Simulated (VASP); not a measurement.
Set up this calculation in VASP 6.6.1, as the native input.

* Task: single point
* Functional: PBE
* Potentials or basis: VASP PAW PBE potentials, release 64 (Li_sv, Cl)
* Cutoff: 520 eV
* k mesh: 8 × 8 × 8
* Occupations: fermi-dirac, width 0.02 eV
* Spin: no spin polarisation
* Dipole correction: no
* Further INCAR settings: ALGO = Normal; EDIFF = 1e-06; NBANDS = 12

The structure of LiCl lies in POSCAR:

```
LiCl
1.0
   -0.0681609864      2.4878760025      2.4878760025
    2.4878760025     -0.0681609864      2.4878760025
    2.4878760025      2.4878760025     -0.0681609864
Li Cl
1 1
Direct
    0.0000000000      0.0000000000      0.0000000000
    0.5000000000      0.5000000000      0.5000000000
```

This cell differs from its parent crystal: strain along [111] -4.0%.

These files were run (other wordings do the same):

INCAR

```
SYSTEM = LiCl
ALGO = Normal
EDIFF = 1E-6
ENCUT = 520
GGA = PE
ISIF = 2
ISMEAR = -1
LASPH = .TRUE.
LCHARG = .FALSE.
LREAL = .FALSE.
LWAVE = .FALSE.
NBANDS = 12
NELM = 80
PREC = Accurate
SIGMA = 0.02
```

KPOINTS

```
k-points
0
G
  8 8 8
  0 0 0
```

Potentials or basis: VASP PAW PBE potentials, release 64 (Li_sv, Cl).

Launch:

```sh
$ cat potpaw_PBE.64/Li_sv/POTCAR potpaw_PBE.64/Cl/POTCAR > POTCAR
$ mpirun -np 1 vasp_std > vasp.out
```

Results of the run:

The band gap on the k mesh is 6.44 eV, indirect (least direct gap 6.46 eV).

Caveat: the cell differs from its parent crystal (strain along [111] -4.0%).

Run time: 17 s on 1 thread of AMD EPYC 9R45 96-Core Processor (Zen 5), on a shared host, peak memory 0.13 GiB.
